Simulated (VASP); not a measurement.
# Ti3S2 (R32) in VASP: further runs, part 2 of 2

VASP 6.6.1.

### Step 5. Relaxation of cell and atoms, PBE

The input, INCAR:

```
PREC = Accurate ; ENCUT = 600
EDIFF = 1E-6 ; ISMEAR = -1
SIGMA = 0.05 ; LREAL = F
LASPH = T ; NELM = 60
ALGO = Normal ; ISIF = 3
LWAVE = F ; LCHARG = F
GGA = PE ; IBRION = 2
NSW = 60 ; EDIFFG = -0.01
```

The input, KPOINTS:

```
regular mesh
0
Gamma
  6 6 6
```

The input, POSCAR:

```
Ti3S2
1.0
    2.7131139241      1.5664170544      3.2376184047
   -2.7131139241      1.5664170544      3.2376184047
    0.0000000000     -3.1328341088      3.2376184047
Ti S
3 2
Direct
    0.0000000000      0.3356550000      0.6643450000
    0.6643450000      0.0000000000      0.3356550000
    0.3356550000      0.6643450000      0.0000000000
    0.1678390000      0.1678390000      0.1678390000
    0.8321610000      0.8321610000      0.8321610000
```

Potentials or basis: VASP PAW PBE potentials, release 64 (Ti_sv, S).

On the command line:

```console
cat potpaw_PBE.64/Ti_sv/POTCAR potpaw_PBE.64/S/POTCAR > POTCAR
mpirun -np 1 vasp_std > vasp.out
```

OUTCAR:

```text
PREC = Accurate
   ENCUT = 600
   EDIFF = 1E-6
   ISMEAR = -1
   LREAL = F
   LASPH = T
   NELM = 60
   ISIF = 3
   GGA = PE
   IBRION = 2
   NSW = 60
   EDIFFG = -0.01

 ion  position               nearest neighbor table
   1  0.000  0.336  0.664-   4 2.42   5 2.42   4 2.44   5 2.44
   2  0.664  0.000  0.336-   5 2.42   4 2.42   5 2.44   4 2.44
   3  0.336  0.664  0.000-   4 2.42   5 2.42   4 2.44   5 2.44
   4  0.168  0.168  0.168-   3 2.42   1 2.42   2 2.42   1 2.44   2 2.44   3 2.44
   5  0.832  0.832  0.832-   3 2.42   2 2.42   1 2.42   2 2.44   1 2.44   3 2.44

  LATTYP: Found a trigonal (rhomboedric) cell.
 ALAT       =     4.5051994948
 COS(alpha) =     0.2746660548

  Lattice vectors:

 A1 = (   2.7131139241,   1.5664170544,   3.2376184047)
 A2 = (  -2.7131139241,   1.5664170544,   3.2376184047)
 A3 = (   0.0000000000,  -3.1328341088,   3.2376184047)

Analysis of symmetry for initial positions (statically):
=====================================================================
 Subroutine PRICEL returns:
 Original cell was already a primitive cell.

 Routine SETGRP: Setting up the symmetry group for a
 trigonal (rhombohedral) supercell.

 Subroutine GETGRP returns: Found  6 space group operations
 (whereof  6 operations were pure point group operations)
 out of a pool of 12 trial point group operations.

The static configuration has the point symmetry D_3 .

Analysis of symmetry for dynamics (positions and initial velocities):
=====================================================================
 Subroutine PRICEL returns:
 Original cell was already a primitive cell.

 Routine SETGRP: Setting up the symmetry group for a
 trigonal (rhombohedral) supercell.

 Subroutine GETGRP returns: Found  6 space group operations
 (whereof  6 operations were pure point group operations)
 out of a pool of 12 trial point group operations.

The dynamic configuration has the point symmetry D_3 .

 Subroutine INISYM returns: Found  6 space group operations
 (whereof  6 operations are pure point group operations),
 and found     1 'primitive' translations

----------------------------------------------------------------------------------------

                                     Primitive cell

  volume of cell :      82.5567

  direct lattice vectors                    reciprocal lattice vectors
     2.713113924  1.566417054  3.237618405     0.184290087  0.106399931  0.102956338
    -2.713113924  1.566417054  3.237618405    -0.184290087  0.106399931  0.102956338
     0.000000000 -3.132834109  3.237618405     0.000000000 -0.212799862  0.102956338

  length of vectors
     4.505199495  4.505199495  4.505199495     0.236397523  0.236397523  0.236397523

  position of ions in fractional coordinates (direct lattice)
     0.000000000  0.335655000  0.664345000
     0.664345000  0.000000000  0.335655000
     0.335655000  0.664345000  0.000000000
     0.167839000  0.167839000  0.167839000
     0.832161000  0.832161000  0.832161000

  ion indices of the primitive-cell ions
   primitive index   ion index
                 1           1
                 2           2
                 3           3
                 4           4
                 5           5

[... 29 lines left out ...]
  0.166667  0.000000  0.000000      6.000000
  0.333333 -0.000000  0.000000      6.000000
  0.500000  0.000000  0.000000      3.000000
  0.166667  0.166667  0.000000      6.000000
  0.333333  0.166667  0.000000     12.000000
[... 16 lines left out ...]
  0.500000  0.500000  0.166667      6.000000
 -0.333333  0.500000  0.166667     12.000000
 [... further k-points ...]
   k-points           NKPTS =     32   k-points in BZ     NKDIM =     32   number of bands    NBANDS=     28
   number of dos      NEDOS =    301   number of ions     NIONS =      5
   total plane-waves  NPLWV =  46656
   dimension x,y,z NGX =    36 NGY =   36 NGZ =   36
   dimension x,y,z NGXF=    72 NGYF=   72 NGZF=   72
   ions per type =               3   2
   NGX,Y,Z   is equivalent  to a cutoff of  13.28, 13.28, 13.28 a.u.
   NGXF,Y,Z  is equivalent  to a cutoff of  26.57, 26.57, 26.57 a.u.
 SYSTEM =  unknown system
   PREC   = accura    normal or accurate (medium, high low for compatibility)
   ISTART =      0    job   : 0-new  1-cont  2-samecut
   ICHARG =      2    charge: 1-file 2-atom 10-const
   ISPIN  =      1    spin polarized calculation?
   LNONCOLLINEAR =      F non collinear calculations
   LSORBIT =      F    spin-orbit coupling
   LASPH  =      T    aspherical Exc in radial PAW
   ENCUT  =  600.0 eV  44.10 Ry    6.64 a.u.   9.00  9.00  9.00*2*pi/ulx,y,z
   NELM   =     60;   NELMIN=  2; NELMDL= -5     # of ELM steps
   EDIFF  = 0.1E-05   stopping-criterion for ELM
   LREAL  =      F    real-space projection
   EDIFFG = -.1E-01   stopping-criterion for IOM
   NSW    =     60    number of steps for IOM
   IBRION =      2    ionic relax: 0-MD 1-quasi-New 2-CG
   NFREE  =      1    steps in history (QN), initial steepest desc. (CG)
   ISIF   =      3    stress and relaxation
   ISYM   =      2    0-nonsym 1-usesym 2-fastsym
   POTIM  = 0.5000    time-step for ionic-motion
   TEBEG  =    0.0;   TEEND  =   0.0 temperature during run
   PSTRESS=    0.0 pullay stress
   NELECT =      48.0000    total number of electrons
   NUPDOWN=      -1.0000    fix difference up-down
   EMIN   =  10.00;   EMAX   =-10.00  energy-range for DOS
   EFERMI =   0.00;   METHOD = LEGACY
   ISMEAR =    -1;   SIGMA  =   0.05  broadening in eV -4-tet -1-fermi 0-gaus
   EFERMI_NEDOS =   21; number of points for ismear=-14 and -15
   IALGO  =     38    algorithm
   IMIX   =      4    mixing-type and parameters
     AMIX     =   0.40;   BMIX     =  1.00
     AMIX_MAG =   1.60;   BMIX_MAG =  1.00
  volume/ion in A,a.u.               =      16.51       111.42
  Fermi-wavevector in a.u.,A,eV,Ry     =   1.366379  2.582082 25.401957  1.866991
  Thomas-Fermi vector in A             =   2.492525
   LORBIT       =      0    0 simple, 1 ext, 2 COOP (PROOUT), +10 PAW based schemes
   GGA     = PE    functional components
   LHFCALC =     F    Hartree Fock is set to
   AEXX    =    0.0000 exact exchange contribution
   IVDW    =     0    specifies the selected vdW correction
   LEPSILON=     F    determine dielectric tensor
   LRPA    =     F    only Hartree local field effects (RPA)
 conjugate gradient relaxation of ions
 non-spin polarized calculation
  energy-cutoff  :      600.00
  volume of cell :       82.56
 maximum number of plane-waves:      2775
   NGX = 17   NGY = 17   NGZ = 17

--------------------------------------- Ionic step        1  -------------------------------------------

 number of electron      47.9999995 magnetization

 Free energy of the ion-electron system (eV)
  ---------------------------------------------------
  ext. energy  EPLUGINS =         0.00000000
  ---------------------------------------------------
  free energy    TOTEN  =       -36.50813666 eV

  energy without entropy =      -36.48891835  energy(sigma->0) =      -36.49852750

------------------------ aborting loop because EDIFF is reached ----------------------------------------

  FORCE on cell =-STRESS in cart. coord.  units (eV):
  Direction    XX          YY          ZZ          XY          YZ          ZX
  --------------------------------------------------------------------------------------
  -------------------------------------------------------------------------------------
  Total        0.2128310      0.2128310      0.1726027      0.0000000      0.0000000      0.0000000
  in kB        4.1304101      4.1304101      3.3497002      0.0000000      0.0000000      0.0000000
  external PRESSURE =       3.8701735 kB  Pullay stress =       0.0000000 kB
[... 143 lines left out ...]
--------------------------------------- Ionic step        5  -------------------------------------------

 number of electron      47.9999996 magnetization

 Free energy of the ion-electron system (eV)
  ---------------------------------------------------
  ext. energy  EPLUGINS =         0.00000000
  ---------------------------------------------------
  free energy    TOTEN  =       -36.50862556 eV

  energy without entropy =      -36.48927220  energy(sigma->0) =      -36.49894888

 E-fermi :   8.5146     XC(G=0): -11.2202

 val. band max:        8.5012875926   @ k =   0.0000   0.0000   0.0000
 cond. band min:       8.5520154185   @ k =   0.5000   0.1667   0.1667
 fundamental gap:      0.0507278258
 Fermi energy:         8.5145671110

 k-point     1 :       0.0000    0.0000    0.0000
  band No.  band energies     occupation
      1     -48.4909      2.00000
      2     -48.4430      2.00000
      3     -48.4430      2.00000
      4     -24.8508      2.00000
      5     -24.8508      2.00000
      6     -24.8011      2.00000
[... 733 lines left out ...]
     27       9.6221      0.00000
     28       9.9098      0.00000

 [... further k-points ...]
[... 5 lines left out ...]
  --------------------------------------------------------------------------------------
  -------------------------------------------------------------------------------------
  Total        0.0080353      0.0080353     -0.0208534      0.0000000      0.0000000      0.0000000
  in kB        0.1554535      0.1554535     -0.4034386      0.0000000      0.0000000      0.0000000
  external PRESSURE =      -0.0308439 kB  Pullay stress =       0.0000000 kB
[... 20 lines left out ...]
  FREE ENERGIE OF THE ION-ELECTRON SYSTEM (eV)
  ---------------------------------------------------
  free  energy   TOTEN  =       -36.5086255605 eV

  energy  without entropy=      -36.4892722006  energy(sigma->0) =      -36.49894888

 reached required accuracy - stopping structural energy minimisation
```

OSZICAR:

```text
N       E                     dE             d eps       ncg     rms          rms(c)
DAV:   1     0.645217487261E+03    0.64522E+03   -0.26391E+04  1792   0.219E+03
DAV:   2     0.531448932705E+02   -0.59207E+03   -0.58192E+03  1792   0.617E+02
DAV:   3    -0.317086521050E+02   -0.84854E+02   -0.82870E+02  2840   0.192E+02
[... 38 lines left out ...]
       N       E                     dE             d eps       ncg     rms          rms(c)
DAV:   1    -0.365085370281E+02    0.50821E-04   -0.91368E-03  2108   0.150E+00    0.690E-02
DAV:   2    -0.365086443406E+02   -0.10731E-03   -0.18982E-03  1856   0.367E-01    0.373E-02
DAV:   3    -0.365086269437E+02    0.17397E-04   -0.12324E-04  2600   0.976E-02    0.173E-02
DAV:   4    -0.365086248059E+02    0.21378E-05   -0.22530E-05  2800   0.321E-02    0.709E-03
DAV:   5    -0.365086255605E+02   -0.75463E-06   -0.36779E-06  1788   0.133E-02
   5 F= -.36508626E+02 E0= -.36498949E+02  d E =-.386998E-04
```

CONTCAR:

```text
Ti3S2
   1.00000000000000
     2.7166531438046206    1.5684604238491007    3.2392966545986650
    -2.7166531438046206    1.5684604238491007    3.2392966545986650
    -0.0000000000000000   -3.1369208476982013    3.2392966545986650
  Ti              S
     3     2
Direct
     0.0000000000000000    0.3359472143648996    0.6640527856351003
     0.6640527856351003    1.0000000000000000    0.3359472143648996
     0.3359472143648996    0.6640527856351003    0.0000000000000000
     0.1679954608514576    0.1679954608514576    0.1679954608514576
     0.8320045391485424    0.8320045391485424    0.8320045391485424

  0.00000000E+00  0.00000000E+00  0.00000000E+00
  0.00000000E+00  0.00000000E+00  0.00000000E+00
  0.00000000E+00  0.00000000E+00  0.00000000E+00
  0.00000000E+00  0.00000000E+00  0.00000000E+00
  0.00000000E+00  0.00000000E+00  0.00000000E+00
```

Run time: 3.8 min. Hardware: 1 thread of Intel Xeon Platinum 8488C (Sapphire Rapids), shared host; peak memory 0.25 GiB.

Results:

```yaml
Free_energy: -36.5086 eV
Relaxed_volume: 16.56 Å³/atom
Relaxed_cell: a = 4.509 Å, b = 4.509 Å, c = 4.509 Å, α = 74.09°, β = 74.09°, γ = 74.09°
Space_group_after_relaxing_to_0.05_Å: R32 (No. 155)
Energy_gained_by_relaxing: 0.1 meV/atom
Ionic_steps: 5
Pressure_after_relaxing: 0.0 GPa
Band_gap_on_the_k_mesh: zero (band 24 reaches 8.58 eV, above the bottom of band 25 at 8.36 eV)
```

Step by step:
| step | energy change (eV) | largest force (eV/Å) | pressure (GPa) | volume (Å³) |
| --- | --- | --- | --- | --- |
| 1 | 0.0000 | 0.0353 | 0.39 | 82.56 |
| 2 | -0.0003 | 0.0062 | -0.32 | 83.03 |
| 3 | -0.0005 | 0.0132 | -0.06 | 82.85 |
| 4 | -0.0005 | 0.0141 | -0.04 | 82.84 |
| 5 | -0.0005 | 0.0018 | 0.00 | 82.82 |

Final structure:
```
Ti S
1.0
     2.71665    1.56846    3.23930
    -2.71665    1.56846    3.23930
     0.00000   -3.13692    3.23930
Ti S
3 2
Direct
  0.00000 0.33595 0.66405
  0.66405 0.00000 0.33595
  0.33595 0.66405 0.00000
  0.16800 0.16800 0.16800
  0.83200 0.83200 0.83200
```

Levels at points of the mesh, in eV from the Fermi level:
| k point | band 20 | band 21 | band 22 | band 23 | band 24 | band 25 | band 26 | band 27 | band 28 |
| --- | --- | --- | --- | --- | --- | --- | --- | --- | --- |
| (0.00, 0.00, 0.00) | -3.92 | -2.13 | -1.40 | -0.01 | -0.01 | 0.57 | 0.57 | 1.77 | 1.77 |
| (0.50, 0.00, 0.00) | -3.30 | -0.93 | -0.89 | -0.66 | -0.44 | -0.15 | 0.83 | 1.29 | 1.37 |
| (0.50, 0.50, 0.00) | -3.40 | -1.44 | -1.02 | -0.69 | -0.21 | 0.10 | 0.68 | 1.36 | 1.52 |
| (0.50, 0.50, 0.50) | -4.12 | -0.81 | -0.16 | -0.16 | -0.06 | 0.31 | 0.31 | 0.81 | 0.81 |

### Step 6. Summary

```csv
task,level,cell,cutoff (eV),gap on the mesh (eV),pressure (GPa),largest force (eV/Å)
single point,PBE,"a = 4.505 Å, angles 74.1°, 5 atoms",520,none,0.4,0.04
single point,PBE,"a = 4.508 Å, angles 74.2°, 5 atoms",520,none,0.1,-
single point,r2SCAN,"a = 4.500 Å, angles 74.2°, 5 atoms",520,none,0.5,0.02
relaxation of cell and atoms,PBE,"relaxed from a = 4.505 Å, angles 74.1°, 5 atoms",600,none,0.0,-
```

Alike in all rows: potentials or basis VASP PAW PBE potentials, release 64 (Ti_sv, S); no spin polarisation; k mesh 6 × 6 × 6; smearing fermi-dirac 0.05 eV.

Caveats: the PAW data sets were made with another functional, which shifts forces and pressure a little (some runs).

Absolute energies hang on the potentials; compare differences alone.
